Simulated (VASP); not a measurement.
Crystal: Cu.

```
Cu
1.0
     0.00000    1.80748    1.80748
     1.80748    0.00000    1.80748
     1.80748    1.80748    0.00000
Cu
1
Cartesian
  0.0000 0.0000 0.0000
```

```yaml
Program: VASP 6.6.1
Task: relaxation of cell and atoms
Functional: LDA
Potentials_or_basis: VASP PAW LDA potentials, release 64 (Cu_sv_GW)
Cutoff: 700 eV
k_mesh: 15 × 15 × 15
Occupations: fermi-dirac, width 0.1 eV
Spin: no spin polarisation
```

At the start: pressure -16.9 GPa; volume 11.81 Å³/atom.

Task: How do energy, volume and symmetry change on relaxing?

Result: Over 4 steps the energy falls by 64.7 meV/atom and the volume is 10.70 Å³/atom (-9.4 %); space group Fm-3m (No. 225, to 0.05 Å).

Step by step:
| step | energy change (eV) | largest force (eV/Å) | pressure (GPa) | volume (Å³) |
| --- | --- | --- | --- | --- |
| 1 | 0.0000 | 0.0000 | -16.87 | 11.81 |
| 2 | -0.0039 | 0.0000 | 23.76 | 9.81 |
| 3 | -0.0647 | 0.0000 | -0.24 | 10.72 |
| 4 | -0.0647 | 0.0000 | 0.13 | 10.70 |

Final structure:
```yaml
crystal:
  lattice:
    - [0.00000, 1.74871, 1.74871]
    - [1.74871, 0.00000, 1.74871]
    - [1.74871, 1.74871, 0.00000]
  atoms:
    - { symbol: Cu, position: [0.00000, 0.00000, 0.00000] }
```
